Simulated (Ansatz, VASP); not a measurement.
BN: VASP beside Ansatz

```
CELL_PARAMETERS angstrom
2.49824 0.00000 0.00000
-1.24912 2.16354 0.00000
0.00000 0.00000 6.63570
ATOMIC_POSITIONS crystal
N 0.66667 0.33333 0.25000
N 0.33333 0.66667 0.75000
B 0.66667 0.33333 0.75000
B 0.33333 0.66667 0.25000
```

Alike in both runs: task relaxation of cell and atoms; functional revPBE; dispersion D4; k mesh 12 × 12 × 4; occupations fermi-dirac, width 0.05 eV; no spin polarisation.

|  | VASP | Ansatz |
| --- | --- | --- |
| version | VASP 6.6.1 | Ansatz 0.2.0 |
| potentials or method | VASP PAW PBE potentials, release 64 (N, B) | Ansatz PAW |
| plane-wave cutoff (eV) | 600 | 420 |
| valence electrons in the cell | 16 | 16 |

```tsv
	VASP	Ansatz	Ansatz less VASP
relaxed volume (Å³/atom)	8.26	8.29	+0.034
relaxed cell length with the largest relative difference (Å)	6.064	6.089	+0.0250
```

VASP's potentials were made for PBE, not for revPBE.

Noted on Ansatz's run: the plane-wave basis is chosen anew once the cell has moved, so the energies of steps on either side of that aren't comparable.
